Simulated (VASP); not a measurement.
Cr3N, 4 atoms in the cell. The structure is cubic, space group Fm-3m (No. 225). The conventional cell has a = 5.507 Å, b = 5.507 Å, c = 5.507 Å, α = 90.00°, β = 90.00°, γ = 90.00°. Within 3.1 Å of Cr (site symmetry m-3m) lie 8 Cr at 2.38 Å and 6 N at 2.75 Å. Cr (site symmetry -43m) has 10 Cr at 2.38 to 2.75 Å and 4 N at 2.38 Å within 3.1 Å. N (site symmetry m-3m) has 14 Cr at 2.38 to 2.75 Å within 3.1 Å. The cell was generated, and may not be a known phase.

- Program: VASP 6.6.1
- Task: single point
- Functional: PBE
- Potentials or basis: VASP PAW PBE potentials, release 64 (Cr_pv, N)
- Cutoff: 520 eV
- k mesh: 6 × 6 × 6
- Occupations: gaussian, width 0.1 eV
- Spin: collinear spin, ferromagnetic start
- Starting moments: [3.0, 3.0, 3.0, 0.0] μB
- Dipole correction: no
- Further INCAR settings: ALGO = Normal; EDIFF = 1e-06; NBANDS = 32

Potentials or basis: VASP PAW PBE potentials, release 64 (Cr_pv, N).

Command:

```bash
$ cat potpaw_PBE.64/Cr_pv/POTCAR potpaw_PBE.64/N/POTCAR > POTCAR
$ mpirun -np 1 vasp_std > vasp.out
```

Hardware: 1 thread of Intel Xeon 8259CL (shared host).

Task: Estimate the wall time of this run.

Result: It took 3.6 min on 1 thread of Intel Xeon 8259CL (shared host), peak memory 0.2 GiB. Counts: scf iterations 26, k points 16.
